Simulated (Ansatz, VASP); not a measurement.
MnCoC4N4 in VASP and in Ansatz

The input INCAR:

```
PREC = Accurate
ENCUT = 600
EDIFF = 1E-6
ISMEAR = 0
SIGMA = 0.1
LREAL = False
LASPH = True
NELM = 200
ALGO = Normal
ISIF = 2
LWAVE = False
LCHARG = False
ISPIN = 2
MAGMOM = 4 3 0 0 0 0 0 0 0 0
LORBIT = 11
LMAXMIX = 4
GGA = PE
NBANDS = 44
GGA_COMPAT = False
```

Contents of KPOINTS:

```
Automatic mesh
0
Gamma
  4 4 4
```

File POSCAR:

```
MnCoC4N4
1.0
    5.9068706000      0.0000000000      0.0000000000
    0.0000000000      5.9068706000      0.0000000000
    0.0000000000      0.0000000000      5.9068706000
Mn Co C N
1 1 4 4
Direct
    0.0000000000      0.0000000000      0.0000000000
    0.5000000000      0.5000000000      0.5000000000
    0.1894243000      0.1894243000      0.1894243000
    0.1894243000      0.8105757000      0.8105757000
    0.8105757000      0.1894243000      0.8105757000
    0.8105757000      0.8105757000      0.1894243000
    0.3037826200      0.3037826200      0.3037826200
    0.3037826200      0.6962173800      0.6962173800
    0.6962173800      0.3037826200      0.6962173800
    0.6962173800      0.6962173800      0.3037826200
```

Input for Ansatz:

```yaml
crystal:
  lattice:
    - [5.9068706, 0.0, 0.0]
    - [0.0, 5.9068706, 0.0]
    - [0.0, 0.0, 5.9068706]
  atoms:
    - { symbol: Mn, position: [0.0, 0.0, 0.0], spin: 4.0 }
    - { symbol: Co, position: [0.5, 0.5, 0.5], spin: 3.0 }
    - { symbol: C, position: [0.1894243, 0.1894243, 0.1894243] }
    - { symbol: C, position: [0.1894243, 0.8105757, 0.8105757] }
    - { symbol: C, position: [0.8105757, 0.1894243, 0.8105757] }
    - { symbol: C, position: [0.8105757, 0.8105757, 0.1894243] }
    - { symbol: "N", position: [0.30378262, 0.30378262, 0.30378262] }
    - { symbol: "N", position: [0.30378262, 0.69621738, 0.69621738] }
    - { symbol: "N", position: [0.69621738, 0.30378262, 0.69621738] }
    - { symbol: "N", position: [0.69621738, 0.69621738, 0.30378262] }
basis:
  ecutwfc: 420
kpoints:
  mp_grid: { grid: [4, 4, 4] }
hamiltonian:
  xc: pbe
scf:
  occupations: { method: gaussian, width: 0.1 }
  lower_state_search: "off"
output:
  forces: true
  stress: true
  eigenvalues: true
  populations: true
magnetization:
  spin_polarized: true
```

Alike in both runs: task single point; functional PBE; k mesh 4 × 4 × 4; occupations gaussian, width 0.1 eV; collinear spin.

|  | VASP | Ansatz |
| --- | --- | --- |
| version | VASP 6.6.1 | Ansatz 0.2.0 |
| potentials or method | VASP PAW PBE potentials, release 64 (Mn_pv, Co, C, N), cutoff 600 eV | scalar-relativistic, plane waves, PAW |
| valence electrons in the cell | 58 | 68 |

```tsv
	VASP	Ansatz	Ansatz less VASP
pressure (GPa)	-2.2	1.3	+3.47
rms of the force components (eV/Å)	0.887	0.575	-0.3119
net moment per atom (μB)	0.10	0.80	+0.698
size of the moment on the site where the two differ most (μB)	1.39	3.24	+1.858
```

The net moments are unlike, so the other rows may belong to different states. Site moments also hang on the region over which each program counts them. Atom by atom the forces differ by 1.051 eV/Å (rms over components). VASP's potentials hold 58 valence electrons a cell and Ansatz's 68, so a difference there can come from the potentials and not from the codes.

Noted on VASP's run: the standard files for N, O and F lose accuracy on very short bonds.
